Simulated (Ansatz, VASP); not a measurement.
## One calculation of Li, two programs

```xyz
1
Lattice="0.0000 2.0991 2.0991 2.0991 0.0000 2.0991 2.0991 2.0991 0.0000" Properties=species:S:1:pos:R:3 pbc="T T T"
Li    0.0000    0.0000    0.0000
```

Alike in both runs: functional PBEsol; dispersion D3(BJ); k mesh 8 × 8 × 8; occupations gaussian, width 0.15 eV; no spin polarisation.

Ansatz relaxed the structure, and its values are those at the end. VASP's run is a single point on that final structure, the one shown.

|  | VASP | Ansatz |
| --- | --- | --- |
| version | VASP 6.6.1 | Ansatz 0.2.0 |
| potentials or method | VASP PAW PBE potentials, release 64 (Li_sv) | plane waves, PAW |
| plane-wave cutoff (eV) | 750 | 420 |
| valence electrons in the cell | 3 | 3 |

VASP gave:

```
pressure (GPa) : -0.2
```

Q: Which values does Ansatz return?

A: Pressure (GPa): 0.0.

VASP's potentials were made for PBE, not for PBEsol.
